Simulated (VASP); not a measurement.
Wanted: the native input for a VASP 6.6.1 run.

- Task: single point
- Functional: PBE
- Potentials or basis: VASP PAW PBE potentials, release 64 (Se, In_d)
- Cutoff: 520 eV
- k mesh: 9 × 9 × 1
- Occupations: gaussian, width 0.05 eV
- Spin: no spin polarisation
- Dipole correction: yes
- Further INCAR settings: ALGO = Normal; EDIFF = 1e-07; NBANDS = 48

The structure of InSe lies in POSCAR:

```
InSe
1.0
    4.0873395114      0.0000000000      0.0000000000
   -2.0436697557      3.5397398508      0.0000000000
    0.0000000000      0.0000000000     29.6859927383
Se In
4 4
Direct
    0.0000000000      0.0000000000      0.2526444059
    0.0000000000      0.0000000000      0.4336024520
    0.6666666667      0.3333333333      0.5663975480
    0.6666666667      0.3333333333      0.7473555941
    0.6666666667      0.3333333333      0.2955318374
    0.6666666667      0.3333333333      0.3907189941
    0.3333333333      0.6666666667      0.6092849795
    0.3333333333      0.6666666667      0.7044721362
```

The input as run:

INCAR

```
PREC     = Accurate       # precision mode
ENCUT    = 520            # plane-wave cutoff, eV
EDIFF    = 1E-7           # SCF threshold, eV
ISMEAR   = 0              # smearing method
SIGMA    = 0.05           # smearing width, eV
LREAL    = False          # projectors in reciprocal space
LASPH    = True           # aspherical terms in the spheres
NELM     = 80             # most SCF steps
ALGO     = Normal         # electronic algorithm
ISIF     = 2              # what is computed and relaxed
LWAVE    = False          # write WAVECAR
LCHARG   = False          # write CHGCAR
LDIPOL   = True         
IDIPOL   = 3            
DIPOL    = 0.5 0.5 0.500
GGA      = PE             # functional
NBANDS   = 48             # bands
```

KPOINTS

```
regular mesh
0
Gamma
  9 9 1
```

Potentials or basis: VASP PAW PBE potentials, release 64 (Se, In_d).

Run with:

```bash
$ cat potpaw_PBE.64/Se/POTCAR potpaw_PBE.64/In_d/POTCAR > POTCAR
$ mpirun -np 1 vasp_std > vasp.out
```

It gave:

```yaml
Largest_force: 0.016 eV/Å
Band_gap_on_the_k_mesh: 1.10 eV (least direct gap 1.14 eV)
```

Caveat: spin-orbit coupling is left out, which moves the levels of the heavy elements.

It took 12 min on 1 thread of Intel(R) Xeon(R) Platinum 8259CL CPU @ 2.50GHz (Skylake/Cascade Lake), on a shared host, peak memory 0.54 GiB.
